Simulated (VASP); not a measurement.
A run of VASP 6.6.1 is set up as follows.

File INCAR:

```
ALGO     = Normal         # electronic algorithm
EDIFF    = 1E-6           # SCF threshold, eV
ENCUT    = 520            # plane-wave cutoff, eV
GGA      = CA             # functional
ISIF     = 2              # what is computed and relaxed
ISMEAR   = 0              # smearing method
LASPH    = True           # aspherical terms in the spheres
LCHARG   = False          # write CHGCAR
LREAL    = False          # projectors in reciprocal space
LWAVE    = False          # write WAVECAR
NBANDS   = 26             # bands
NELM     = 100            # most SCF steps
PREC     = Accurate       # precision mode
SIGMA    = 0.01           # smearing width, eV
```

The input KPOINTS:

```
k-points
0
Gamma
  8 8 4
```

File POSCAR:

```
ZnO
1.0
    3.1552743932      0.0000000000      0.0000000000
   -1.5776371966      2.7325477805      0.0000000000
    0.0000000000      0.0000000000      5.2047246764
Zn O
2 2
Direct
    0.3333333333      0.6666666667      0.5029492769
    0.6666666667      0.3333333333      0.0029492769
    0.6666666667      0.3333333333      0.3760607231
    0.3333333333      0.6666666667      0.8760607231
```

Potentials or basis: VASP PAW LDA potentials, release 64 (Zn, O).

The run is started by

```sh
$ cat potpaw_LDA.64/Zn/POTCAR potpaw_LDA.64/O/POTCAR > POTCAR
$ mpirun -np 1 vasp_std > vasp.out
```

(1) What does it give for the pressure?

(2) Predict the band gap on the k mesh.

(3) What does it give for the largest force?

Results:

(1) 2.8 GPa.

(2) 0.80 eV, direct.

(3) 0.006 eV/Å.

Caveat: the cell differs from its parent crystal (in-plane strain -0.01, then relaxed in part).
